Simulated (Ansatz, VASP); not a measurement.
SrO: VASP beside Ansatz

The input INCAR:

```
SYSTEM = SrO
  ALGO = Normal
  EDIFF = 1E-8
  ENCUT = 520
  ISIF = 2
  ISMEAR = -1
  LASPH = .TRUE.
  LCHARG = .FALSE.
  LEFG = .TRUE.
  LREAL = .FALSE.
  LWAVE = .FALSE.
  NBANDS = 15
  NELM = 100
  PREC = Accurate
  SIGMA = 0.02
```

KPOINTS

```
k-points
0
G
  8 8 8
  0 0 0
```

File POSCAR:

```
SrO
1.0
    0.0770940000      2.6083470000      2.6083470000
    2.6083470000      0.0770940000      2.6083470000
    2.6083470000      2.6083470000      0.0770940000
Sr O
1 1
Direct
    0.0000000000      0.0000000000      0.0000000000
    0.5000000000      0.5000000000      0.5000000000
```

Input for Ansatz:

```yaml
crystal:
  lattice:
    - [0.077094, 2.608347, 2.608347]
    - [2.608347, 0.077094, 2.608347]
    - [2.608347, 2.608347, 0.077094]
  atoms:
    - { symbol: Sr, position: [0.0, 0.0, 0.0] }
    - { symbol: O, position: [0.5, 0.5, 0.5] }
kpoints:
  mp_grid: { grid: [8, 8, 8] }
scf:
  occupations: { method: fermi_dirac, width: 0.02 }
hamiltonian:
  xc: lda
  pseudopotentials: { kind: all_electron, datasets: crystal }
output:
  forces: true
  stress: true
  eigenvalues: true
  efg: { contact_densities: true }
```

Change from the starting cell: equal xy, yz and zx shear strains of +3 %, crystal datasets.

Alike in both runs: task electric field gradients; functional LDA; k mesh 8 × 8 × 8; occupations fermi-dirac, width 0.02 eV; no spin polarisation.

```csv
,VASP,Ansatz
version,VASP 6.6.1,Ansatz 0.2.0
potentials or method,"VASP PAW LDA potentials, release 64 (Sr_sv, O), cutoff 520 eV","all-electron PAW with datasets made for the crystal, scalar-relativistic"
```

```csv
,VASP,Ansatz,Ansatz less VASP
gap on the k mesh at the Fermi level (eV),3.05,3.11,+0.057
pressure (GPa),-3.5,-4.2,-0.69
"traceless stress, the component that is largest in VASP (GPa)",-1.82,-1.83,-0.005
size of Vzz on the site where it differs most (V/Å²),23.0,23.0,-0.06
```

LDA's correlation is that of Perdew and Zunger in VASP and of Perdew and Wang (1992) in Ansatz. Ansatz ran all-electron here, and VASP with PAW potentials.
